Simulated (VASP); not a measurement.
# PC4 in VASP: notebook

The runs below take PC4 through single point, with PBE.

Everything below comes from runs of VASP 6.6.1. Logs are shortened: lines on timing, memory, paths and dates and some standing lists are left out, and cuts for length are marked.

### Step 1. The cell of the first run

The typed cell holds 5 atoms: a = 2.469 Å, b = 2.469 Å, c = 11.823 Å, α = 90.00°, β = 90.00°, γ = 120.00°.

The cell was built from a structure type or drawn by symmetry, and may not be a known phase.

### Step 2. Single point, PBE

The input, INCAR:

```
SYSTEM = PC4
PREC = Accurate ; ENCUT = 520
EDIFF = 1E-7 ; ISMEAR = 0
SIGMA = 0.1 ; LREAL = .False.
LASPH = .True. ; NELM = 80
ALGO = Normal ; ISIF = 2
LWAVE = .False. ; LCHARG = .False.
GGA = PE ; NBANDS = 18
```

The input, KPOINTS:

```
Automatic mesh
0
Gamma
  6 6 2
  0 0 0
```

The input, POSCAR:

```
PC4
1.0
    2.4691323841      0.0000000000      0.0000000000
   -1.2345661920      2.1383313699      0.0000000000
    0.0000000000      0.0000000000     11.8233770477
P C
1 4
Direct
    0.0000000000      0.0000000000      0.0000000000
    0.3333333333      0.6666666667      0.6508901394
    0.3333333333      0.6666666667      0.3490912414
    0.6666666667      0.3333333333      0.3491098606
    0.6666666667      0.3333333333      0.6509087586
```

Potentials or basis: VASP PAW PBE potentials, release 64 (P, C).

Run with:

```bash
> cat potpaw_PBE.64/P/POTCAR potpaw_PBE.64/C/POTCAR > POTCAR
> mpirun -np 1 vasp_std > vasp.out
```

OUTCAR:

```text
SYSTEM = PC4
   PREC = Accurate
   ENCUT = 520
   EDIFF = 1E-7
   ISMEAR = 0
   LREAL = .False.
   LASPH = .True.
   NELM = 80
   ISIF = 2
   GGA = PE

 ion  position               nearest neighbor table
   1  0.000  0.000  0.000-
   2  0.333  0.667  0.651-   5 1.43   5 1.43   5 1.43
   3  0.333  0.667  0.349-   4 1.43   4 1.43   4 1.43
   4  0.667  0.333  0.349-   3 1.43   3 1.43   3 1.43
   5  0.667  0.333  0.651-   2 1.43   2 1.43   2 1.43

  LATTYP: Found a hexagonal cell.
 ALAT       =     2.4691323841
 C/A-ratio  =     4.7884743337

  Lattice vectors:

 A1 = (   2.4691323841,   0.0000000000,   0.0000000000)
 A2 = (  -1.2345661920,   2.1383313699,   0.0000000000)
 A3 = (   0.0000000000,   0.0000000000,  11.8233770477)

Analysis of symmetry for initial positions (statically):
=====================================================================
 Subroutine PRICEL returns:
 Original cell was already a primitive cell.

 Routine SETGRP: Setting up the symmetry group for a
 hexagonal supercell.

 Subroutine GETGRP returns: Found 12 space group operations
 (whereof 12 operations were pure point group operations)
 out of a pool of 24 trial point group operations.

The static configuration has the point symmetry D_3d.

Analysis of symmetry for dynamics (positions and initial velocities):
=====================================================================
 Subroutine PRICEL returns:
 Original cell was already a primitive cell.

 Routine SETGRP: Setting up the symmetry group for a
 hexagonal supercell.

 Subroutine GETGRP returns: Found 12 space group operations
 (whereof 12 operations were pure point group operations)
 out of a pool of 24 trial point group operations.

The dynamic configuration has the point symmetry D_3d.

 Subroutine INISYM returns: Found 12 space group operations
 (whereof 12 operations are pure point group operations),
 and found     1 'primitive' translations

----------------------------------------------------------------------------------------

                                     Primitive cell

  volume of cell :      62.4253

  direct lattice vectors                    reciprocal lattice vectors
     2.469132384  0.000000000  0.000000000     0.405000561  0.233827183  0.000000000
    -1.234566192  2.138331370  0.000000000     0.000000000  0.467654365  0.000000000
     0.000000000  0.000000000 11.823377048     0.000000000  0.000000000  0.084578204

  length of vectors
     2.469132384  2.469132384 11.823377048     0.467654365  0.467654365  0.084578204

  position of ions in fractional coordinates (direct lattice)
     0.000000000  0.000000000  0.000000000
     0.333333333  0.666666667  0.650890139
     0.333333333  0.666666667  0.349091241
     0.666666667  0.333333333  0.349109861
     0.666666667  0.333333333  0.650908759

  ion indices of the primitive-cell ions
   primitive index   ion index
                 1           1
                 2           2
                 3           3
                 4           4
                 5           5

----------------------------------------------------------------------------------------

 KPOINTS: Automatic mesh

Automatic generation of k-mesh.
 Grid dimensions read from file:
 generate k-points for:    6    6    2

 Generating k-lattice:

  Cartesian coordinates                     Fractional coordinates (reciprocal lattice)
     0.067500093  0.038971197  0.000000000     0.166666667 -0.000000000  0.000000000
     0.000000000  0.077942394  0.000000000     0.000000000  0.166666667  0.000000000
     0.000000000  0.000000000  0.042289102     0.000000000  0.000000000  0.500000000

  Length of vectors
     0.077942394  0.077942394  0.042289102

  Shift w.r.t. Gamma in fractional coordinates (k-lattice)
     0.000000000  0.000000000  0.000000000

 Subroutine IBZKPT returns following result:
 ===========================================

 Found     14 irreducible k-points:

 Following reciprocal coordinates:
            Coordinates               Weight
  0.000000  0.000000  0.000000      1.000000
  0.166667 -0.000000  0.000000      6.000000
  0.333333 -0.000000  0.000000      6.000000
  0.500000 -0.000000  0.000000      3.000000
  0.166667  0.166667  0.000000      6.000000
  0.333333  0.166667  0.000000     12.000000
  0.333333  0.333333  0.000000      2.000000
  0.000000  0.000000  0.500000      1.000000
  0.166667 -0.000000  0.500000      6.000000
  0.333333 -0.000000  0.500000      6.000000
  0.500000 -0.000000  0.500000      3.000000
  0.166667  0.166667  0.500000      6.000000
  0.333333  0.166667  0.500000     12.000000
  0.333333  0.333333  0.500000      2.000000
   k-points           NKPTS =     14   k-points in BZ     NKDIM =     14   number of bands    NBANDS=     18
   number of dos      NEDOS =    301   number of ions     NIONS =      5
   total plane-waves  NPLWV =  29160
   dimension x,y,z NGX =    18 NGY =   18 NGZ =   90
   dimension x,y,z NGXF=    36 NGYF=   36 NGZF=  180
   ions per type =               1   4
   NGX,Y,Z   is equivalent  to a cutoff of  12.12, 12.12, 12.65 a.u.
   NGXF,Y,Z  is equivalent  to a cutoff of  24.24, 24.24, 25.31 a.u.
 SYSTEM =  PC4
   PREC   = accura    normal or accurate (medium, high low for compatibility)
   ISTART =      0    job   : 0-new  1-cont  2-samecut
   ICHARG =      2    charge: 1-file 2-atom 10-const
   ISPIN  =      1    spin polarized calculation?
   LNONCOLLINEAR =      F non collinear calculations
   LSORBIT =      F    spin-orbit coupling
   LASPH  =      T    aspherical Exc in radial PAW
   ENCUT  =  520.0 eV  38.22 Ry    6.18 a.u.   4.59  4.59 21.98*2*pi/ulx,y,z
   NELM   =     80;   NELMIN=  2; NELMDL= -5     # of ELM steps
   EDIFF  = 0.1E-06   stopping-criterion for ELM
   LREAL  =      F    real-space projection
   EDIFFG = 0.1E-05   stopping-criterion for IOM
   NSW    =      0    number of steps for IOM
   IBRION =     -1    ionic relax: 0-MD 1-quasi-New 2-CG
   NFREE  =      0    steps in history (QN), initial steepest desc. (CG)
   ISIF   =      2    stress and relaxation
   ISYM   =      2    0-nonsym 1-usesym 2-fastsym
   POTIM  = 0.5000    time-step for ionic-motion
   TEBEG  =    0.0;   TEEND  =   0.0 temperature during run
   PSTRESS=    0.0 pullay stress
   NELECT =      21.0000    total number of electrons
   NUPDOWN=      -1.0000    fix difference up-down
   EMIN   =  10.00;   EMAX   =-10.00  energy-range for DOS
   EFERMI =   0.00;   METHOD = LEGACY
   ISMEAR =     0;   SIGMA  =   0.10  broadening in eV -4-tet -1-fermi 0-gaus
   EFERMI_NEDOS =   21; number of points for ismear=-14 and -15
   IALGO  =     38    algorithm
   IMIX   =      4    mixing-type and parameters
     AMIX     =   0.40;   BMIX     =  1.00
     AMIX_MAG =   1.60;   BMIX_MAG =  1.00
  volume/ion in A,a.u.               =      12.49        84.25
  Fermi-wavevector in a.u.,A,eV,Ry     =   1.138573  2.151591 17.637898  1.296349
  Thomas-Fermi vector in A             =   2.275278
   LORBIT       =      0    0 simple, 1 ext, 2 COOP (PROOUT), +10 PAW based schemes
   GGA     = PE    functional components
   LHFCALC =     F    Hartree Fock is set to
   AEXX    =    0.0000 exact exchange contribution
   IVDW    =     0    specifies the selected vdW correction
   LEPSILON=     F    determine dielectric tensor
   LRPA    =     F    only Hartree local field effects (RPA)
 non-spin polarized calculation
 Gauss-broadening in eV      SIGMA  =   0.10
  energy-cutoff  :      520.00
  volume of cell :       62.43
 maximum number of plane-waves:      1708
   NGX =  9   NGY =  9   NGZ = 43

 number of electron      20.9999994 magnetization

 Free energy of the ion-electron system (eV)
  ---------------------------------------------------
  ext. energy  EPLUGINS =         0.00000000
  ---------------------------------------------------
  free energy    TOTEN  =       -40.95690827 eV

  energy without entropy =      -40.91939370  energy(sigma->0) =      -40.93815099

 E-fermi :   4.0108     XC(G=0):  -9.2622

 val. band max:        3.8656157132   @ k =   0.3333   0.3333   0.0000
 cond. band min:       4.0182664530   @ k =   0.3333   0.1667   0.5000
 fundamental gap:      0.1526507398
 Fermi energy:         4.0108014354

 k-point     1 :       0.0000    0.0000    0.0000
  band No.  band energies     occupation
      1     -15.4389      2.00000
      2     -15.3465      2.00000
      3     -11.6324      2.00000
      4      -3.8451      2.00000
      5      -3.1814      2.00000
      6      -1.1358      2.00000
[... 10 lines left out ...]
     17      12.3953      0.00000
     18      13.6354      0.00000

 k-point     2 :       0.1667   -0.0000    0.0000
  band No.  band energies     occupation
      1     -14.7841      2.00000
      2     -14.6955      2.00000
      3     -10.7729      2.00000
      4      -3.0610      2.00000
      5      -2.4120      2.00000
      6      -1.2440      2.00000
[... 10 lines left out ...]
     17      12.4355      0.00000
     18      13.3031      0.00000

 k-point     3 :       0.3333   -0.0000    0.0000
  band No.  band energies     occupation
      1     -12.8532      2.00000
      2     -12.7752      2.00000
      3      -8.2213      2.00000
      4      -5.5463      2.00000
      5      -5.5057      2.00000
      6      -1.6873      2.00000
[... 10 lines left out ...]
     17      11.7905      0.00000
     18      12.3428      0.00000

 k-point     4 :       0.5000   -0.0000    0.0000
  band No.  band energies     occupation
      1     -10.2023      2.00000
      2     -10.1354      2.00000
      3      -9.1429      2.00000
      4      -9.0879      2.00000
      5      -4.4043      2.00000
      6      -3.6471      2.00000
[... 165 lines left out ...]
      4      -3.6824      2.00000
      5      -3.6515      2.00000
      6      -2.3219      2.00000
[... 10 lines left out ...]
     17      14.0379      0.00000
     18      14.1091      0.00000

 k-point    13 :       0.3333    0.1667    0.5000
  band No.  band energies     occupation
      1     -11.0068      2.00000
      2     -10.9384      2.00000
      3      -7.3189      2.00000
      4      -7.2706      2.00000
      5      -5.7166      2.00000
      6      -3.9525      2.00000
[... 10 lines left out ...]
     17      13.9107      0.00000
     18      14.1465      0.00000

 k-point    14 :       0.3333    0.3333    0.5000
  band No.  band energies     occupation
      1      -8.5176      2.00000
      2      -8.5176      2.00000
      3      -8.4619      2.00000
      4      -8.4619      2.00000
      5      -6.4517      2.00000
      6      -6.4118      2.00000
[... 10 lines left out ...]
     17      13.9572      0.00000
     18      15.0989      0.00000

------------------------ aborting loop because EDIFF is reached ----------------------------------------

  FORCE on cell =-STRESS in cart. coord.  units (eV):
  Direction    XX          YY          ZZ          XY          YZ          ZX
  --------------------------------------------------------------------------------------
  -------------------------------------------------------------------------------------
  Total        0.0986381      0.0986381      0.1041377      0.0000000     -0.0000000      0.0000000
  in kB        2.5315968      2.5315968      2.6727467      0.0000000     -0.0000000      0.0000000
  external PRESSURE =       2.5786468 kB  Pullay stress =       0.0000000 kB

 VOLUME and BASIS-vectors are now :
 -----------------------------------------------------------------------------
  energy-cutoff  :      520.00
  volume of cell :       62.43
      direct lattice vectors                 reciprocal lattice vectors
     2.469132384  0.000000000  0.000000000     0.405000561  0.233827183  0.000000000
    -1.234566192  2.138331370  0.000000000     0.000000000  0.467654365  0.000000000
     0.000000000  0.000000000 11.823377048     0.000000000  0.000000000  0.084578204

 POSITION                                       TOTAL-FORCE (eV/Angst)
 -----------------------------------------------------------------------------------
      0.00000      0.00000      0.00000        -0.000000      0.000000      0.000000
     -0.00000      1.42555      7.69572        -0.000000      0.000000      0.005641
     -0.00000      1.42555      4.12744        -0.000000      0.000000      0.001655
      1.23457      0.71278      4.12766        -0.000000     -0.000000     -0.005641
      1.23457      0.71278      7.69594         0.000000     -0.000000     -0.001655
 -----------------------------------------------------------------------------------
    total drift:                                0.000000     -0.000000      0.000000

  FREE ENERGIE OF THE ION-ELECTRON SYSTEM (eV)
  ---------------------------------------------------
  free  energy   TOTEN  =       -40.9569082746 eV

  energy  without entropy=      -40.9193937012  energy(sigma->0) =      -40.93815099
```

Run time: 30 s. Hardware: 1 thread of Intel Xeon Platinum 8488C (Sapphire Rapids), shared host; peak memory 0.16 GiB.

Results:

| Item | Value |
| --- | --- |
| Free energy | -40.9569 eV |
| Pressure | 0.3 GPa |
| Largest force | 0.006 eV/Å |
| Band gap on the k mesh | zero (an odd number of electrons rules out a gap without spin polarisation) |

Forces on the atoms (eV/Å):
```
P    0.000  0.000  0.000
C    0.000  0.000  0.006
C    0.000  0.000  0.002
C    0.000  0.000 -0.006
C    0.000  0.000 -0.002
```

Levels at points of the mesh, in eV from the Fermi level:
```
           k point  band 7  band 8  band 9  band 10  band 11  band 12  band 13  band 14
(0.00, 0.00, 0.00)   -2.96   -2.96   -2.95    -2.95     2.82     6.24     6.45     8.35
(0.50, 0.00, 0.00)   -6.33   -6.32   -2.51    -2.02     0.41     1.44     2.14     4.59
(0.00, 0.00, 0.50)   -2.96   -2.96   -2.95    -2.95     3.20     4.69     8.34     8.35
(0.50, 0.00, 0.50)   -6.33   -6.32   -2.52    -2.02     0.40     1.51     2.08     4.58
```

Caveat: the k points lie up to 0.49 Å⁻¹ apart, too coarse for converged energies and pressures of a metal.

### Step 3. Single point, PBE, collinear spin

The input, INCAR:

```
  ALGO = Normal
  EDIFF = 1E-6
  ENCUT = 520
  GGA = PE
  ISIF = 2
  ISMEAR = 0
  ISPIN = 2
  LASPH = True
  LCHARG = True
  LELF = True
  LORBIT = 11
  LREAL = False
  LVHAR = True
  LWAVE = False
  MAGMOM = 0 1 1 1 1
  NBANDS = 22
  NELM = 150
  PREC = Accurate
  SIGMA = 0.1
```

The input, KPOINTS:

```
k-points
0
Gamma
  6 6 2
```

POSCAR, as its differences from that of step 2:

```diff
@@ -10,4 +10,4 @@
     0.3333333333      0.6666666667      0.6508901394
-    0.3333333333      0.6666666667      0.3490912414
+    0.3333333333      0.6666666667      0.3491098606
     0.6666666667      0.3333333333      0.3491098606
-    0.6666666667      0.3333333333      0.6509087586
+    0.6666666667      0.3333333333      0.6508901394
```

Potentials or basis: VASP PAW PBE potentials, release 64 (P, C).

Run with:

```bash
> cat potpaw_PBE.64/P/POTCAR potpaw_PBE.64/C/POTCAR > POTCAR
> mpirun -np 1 vasp_std > vasp.out
```

Wall time 51 s (1 thread of Intel Xeon Platinum 8488C (Sapphire Rapids), shared host); peak memory 0.19 GiB.

The run converged. Its results:

| Property | Result |
| --- | --- |
| Free energy | -41.0183 eV |
| Pressure | 0.1 GPa |
| Net moment | 0.57 μB per cell |
| Site moments | P +0.27; C +0.00 μB |
| Valence electrons inside the program's atomic spheres | P 2.36; C 2.64 |

Forces on the atoms (eV/Å):
```
P    0.000  0.000  0.000
C    0.000  0.000  0.003
C    0.000  0.000 -0.003
C    0.000  0.000 -0.003
C    0.000  0.000  0.003
```

Stress tensor (GPa, compression positive):
```
-0.10  0.00  0.00
 0.00 -0.10  0.00
 0.00  0.00  0.35
```

Levels at points of the mesh, in eV from the Fermi level:
Spin up:
```
           k point  band 6  band 7  band 8  band 9  band 10  band 11  band 12  band 13  band 14  band 15
(0.00, 0.00, 0.00)   -5.26   -2.94   -2.94   -2.93    -2.93     2.85     6.24     6.51     8.38     8.38
(0.50, 0.00, 0.00)   -7.69   -6.30   -6.29   -2.48    -1.99     0.24     1.47     2.17     4.55     4.56
(0.00, 0.00, 0.50)   -5.29   -2.94   -2.94   -2.93    -2.93     3.21     4.74     8.37     8.38     8.38
(0.50, 0.00, 0.50)   -7.69   -6.30   -6.29   -2.49    -1.98     0.23     1.53     2.12     4.54     4.56
```
Spin down:
```csv
k point,band 8,band 9,band 10,band 11,band 12,band 13
"(0.00, 0.00, 0.00)",-2.93,-2.93,-2.93,3.08,6.36,6.64
"(0.50, 0.00, 0.00)",-6.29,-2.48,-1.98,1.02,1.47,2.20
"(0.00, 0.00, 0.50)",-2.93,-2.93,-2.93,3.51,4.78,8.38
"(0.50, 0.00, 0.50)",-6.29,-2.48,-1.98,0.97,1.60,2.12
```

Caveat: the k points lie up to 0.49 Å⁻¹ apart; this functional lacks dispersion, which binds the layers, so the pressure and a relaxed spacing across them are unreliable.

### Step 4. Single point, PBE

This run uses another cell than the first one, of 14.09 Å³/atom.

The input, INCAR:

```
SYSTEM = PC4
PREC     = Accurate       ! precision mode
ENCUT    = 520            ! plane-wave cutoff, eV
EDIFF    = 1E-6           ! SCF threshold, eV
ISMEAR   = 0              ! smearing method
SIGMA    = 0.1            ! smearing width, eV
LREAL    = .False.        ! projectors in reciprocal space
LASPH    = .True.         ! aspherical terms in the spheres
NELM     = 100            ! most SCF steps
ALGO     = Normal         ! electronic algorithm
ISIF     = 2              ! what is computed and relaxed
LWAVE    = .False.        ! write WAVECAR
LCHARG   = .True.         ! write CHGCAR
GGA      = PE             ! functional
LELF     = .True.         ! ELF
LVHAR    = .True.       
NBANDS   = 18             ! bands
```

The input, KPOINTS:

```
Automatic mesh
0
Gamma
  18 18 4
  0 0 0
```

The input, POSCAR:

```
PC4
1.0
    2.4664489735      0.0000000000      0.0000000000
   -1.2332244867      2.1360074682      0.0000000000
    0.0000000000      0.0000000000     13.3695132255
P C
1 4
Direct
    0.0000000000      0.0000000000      0.0000000000
    0.3333333333      0.6666666667      0.6652279923
    0.3333333333      0.6666666667      0.3347720077
    0.6666666667      0.3333333333      0.3347720077
    0.6666666667      0.3333333333      0.6652279923
```

Run with:

```bash
> cat potpaw_PBE.64/P/POTCAR potpaw_PBE.64/C/POTCAR > POTCAR
> mpirun -np 1 vasp_std > vasp.out
```

Wall time 2.1 min (1 thread of Intel Xeon Platinum 8488C (Sapphire Rapids), shared host); peak memory 0.24 GiB.

It converged, with:

| Item | Value |
| --- | --- |
| Free energy | -41.3492 eV |
| Pressure | 0.2 GPa |
| Band gap on the k mesh | zero (an odd number of electrons rules out a gap without spin polarisation) |

Stress tensor (GPa, compression positive):
```
0.27 0.00 0.00
0.00 0.27 0.00
0.00 0.00 0.00
```

Levels at points of the mesh, in eV from the Fermi level:
```
           k point  band 7  band 8  band 9  band 10  band 11  band 12  band 13  band 14
(0.00, 0.00, 0.00)   -3.00   -3.00   -3.00    -3.00     2.68     4.58     5.45     8.35
(0.50, 0.00, 0.00)   -6.37   -6.37   -2.36    -2.25     0.62     1.64     1.85     4.76
(0.00, 0.00, 0.50)   -3.00   -3.00   -3.00    -3.00     2.98     3.70     6.53     8.35
(0.50, 0.00, 0.50)   -6.37   -6.37   -2.36    -2.25     0.62     1.67     1.82     4.76
```

Caveat: this functional lacks dispersion, which binds the layers, so the pressure and a relaxed spacing across them are unreliable.

### Step 5. Summary

```tsv
spin	cell	k mesh	gap on the mesh (eV)	pressure (GPa)
off	a = 2.469, b = 2.469, c = 11.823 Å, angles 90.0, 90.0, 120.0°, 5 atoms, atomic positions A	6 × 6 × 2	none	0.3
collinear	a = 2.469, b = 2.469, c = 11.823 Å, angles 90.0, 90.0, 120.0°, 5 atoms, atomic positions A	6 × 6 × 2	none	0.1
off	a = 2.466, b = 2.466, c = 13.370 Å, angles 90.0, 90.0, 120.0°, 5 atoms, atomic positions B	18 × 18 × 4	none	0.2
```

Alike in all rows: task single point; level PBE; potentials or basis VASP PAW PBE potentials, release 64 (P, C); cutoff (eV) 520; smearing gaussian 0.1 eV.

Caveats: some runs use coarse meshes; this functional lacks dispersion, which binds the layers, so the pressure and a relaxed spacing across them are unreliable (at least some runs).

Total energies depend on the potentials used, so only differences within one code and one set of settings carry meaning.
